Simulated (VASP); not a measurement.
A run of VASP 6.6.1:

Contents of INCAR:

```
SYSTEM = Sn2Ir
PREC = Accurate
ENCUT = 520
EDIFF = 1E-6
ISMEAR = -1
SIGMA = 0.03
LREAL = .FALSE.
LASPH = .TRUE.
NELM = 80
ALGO = Normal
ISIF = 2
LWAVE = .FALSE.
LCHARG = .FALSE.
NBANDS = 26
```

Contents of KPOINTS:

```
Automatic mesh
0
G
  10 10 10
  0 0 0
```

Contents of POSCAR:

```
Sn2Ir
1.0
    0.0000000000      3.2107021507      3.2107021507
    3.2107021507      0.0000000000      3.2107021507
    3.2107021507      3.2107021507      0.0000000000
Sn Ir
2 1
Direct
    0.2500000000      0.2500000000      0.2500000000
    0.7500000000      0.7500000000      0.7500000000
    0.0000000000      0.0000000000      0.0000000000
```

Potentials or basis: VASP PAW LDA potentials, release 64 (Sn_d, Ir).

Run with:

```console
$ cat potpaw_LDA.64/Sn_d/POTCAR potpaw_LDA.64/Ir/POTCAR > POTCAR
$ mpirun -np 1 vasp_std > vasp.out
```

Hardware: 1 thread of AMD EPYC 7R43 64-Core Processor (Zen 3), on a shared host.

Problem. Estimate the wall time of this run.

Solution. Wall time 78 s on 1 thread of AMD EPYC 7R43 64-Core Processor (Zen 3), on a shared host, peak memory 0.18 GiB. Counts: scf iterations 12, k points 47.
